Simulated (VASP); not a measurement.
# Zr12N (a cell with a defect): single point with LDA

Crystal: Zr12N (a cell with a defect).

```
Zr N
1.0
     6.46000    0.00000    0.00000
    -4.84500    8.39179    0.00000
     0.00000    0.00000    5.14539
Zr N
12 1
Direct
  0.10095 0.03422 0.02482
  0.13479 0.18859 0.54375
  0.07631 0.37649 0.06952
  0.15726 0.50381 0.53481
  0.99359 0.65166 0.95283
  0.20859 0.89053 0.47932
  0.56365 0.03415 0.96692
  0.65783 0.21814 0.47293
  0.48474 0.36224 0.03594
  0.70892 0.55224 0.49518
  0.59203 0.69951 0.02929
  0.69996 0.88369 0.46960
  0.24674 0.88787 0.09164
```

* Program: VASP 6.6.1
* Task: single point
* Functional: LDA
* Potentials or basis: VASP PAW LDA potentials, release 64 (Zr_sv, N)
* Cutoff: 520 eV
* k mesh: 3 × 2 × 3
* Occupations: fermi-dirac, width 0.1 eV
* Spin: no spin polarisation

The pressure is 0.1 GPa and the largest force is 2.843 eV/Å.

Forces on the atoms (eV/Å):
```
Zr  -2.231 -0.312 -0.231
Zr   0.318  0.718 -0.229
Zr  -1.181 -0.854 -0.905
Zr   0.678  1.449  0.733
Zr   1.049  0.667  1.573
Zr  -0.224 -0.982  0.589
Zr   2.623  1.095 -0.044
Zr  -0.019  0.124  0.195
Zr   1.552 -0.346 -0.474
Zr  -0.767 -0.154 -0.478
Zr  -1.209 -0.344 -0.662
Zr   0.328  0.418  0.977
N   -0.918 -1.479 -1.046
```

Stress tensor (GPa, compression positive):
```
-0.83  0.62  0.46
 0.62  0.15 -0.03
 0.46 -0.03  0.94
```

Levels at points of the mesh, in eV from the Fermi level:
```tsv
k point	band 73	band 74	band 75	band 76	band 77	band 78
(0.00, 0.00, 0.00)	-0.12	0.12	0.28	0.29	0.35	0.44
(0.00, 0.50, 0.00)	-0.15	0.11	0.21	0.26	0.38	0.48
```

Wall time 8.7 min on 1 thread of AMD EPYC 7R13 Processor (Zen 3), on a shared host, peak memory 0.34 GiB.

Caveat: the k points lie up to 0.41 Å⁻¹ apart.
